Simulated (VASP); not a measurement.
**TaN: single point with BLYP**

The system is TaN.

```xyz
4
Lattice="2.9218 0.0000 0.0000 -1.4609 2.5303 0.0000 0.0000 0.0000 5.9165" Properties=species:S:1:pos:R:3 pbc="T T T"
Ta    0.0000    0.0000    2.9583
Ta    0.0000    0.0000    0.0000
N     0.0000    1.6869    1.4791
N     1.4609    0.8434    4.4374
```

- Program: VASP 6.6.1
- Task: single point
- Functional: BLYP
- Potentials or basis: VASP PAW PBE potentials, release 64 (Ta_sv_GW, N)
- Cutoff: 700 eV
- k mesh: 6 × 6 × 3
- Occupations: fermi-dirac, width 0.05 eV
- Spin: no spin polarisation

```
Pressure               : 10.1 GPa
Band gap on the k mesh : zero (bands 18 and 19 overlap by 1.15 eV)
```

Stress tensor (GPa, compression positive):
```
10.86  0.00  0.00
 0.00 10.86  0.00
 0.00  0.00  8.53
```

Levels at points of the mesh, in eV from the Fermi level:
```csv
k point,band 14,band 15,band 16,band 17,band 18,band 19,band 20,band 21,band 22,band 23
"(0.00, 0.00, 0.00)",-4.00,-3.23,-1.78,-1.78,-0.07,-0.07,0.72,0.72,2.45,3.51
"(0.50, 0.00, 0.00)",-5.01,-3.83,-3.42,-2.55,-1.88,2.98,4.09,4.85,5.26,5.43
```

It took 38 s on 1 thread of Intel(R) Xeon(R) 6975P-C (Granite Rapids), on a shared host, peak memory 0.2 GiB.

Caveat: the k points lie up to 0.41 Å⁻¹ apart, too coarse for converged energies and pressures of a metal; the PAW data sets were made with another functional, which shifts forces and pressure a little; spin-orbit coupling is left out, which moves the levels of the heavy elements.
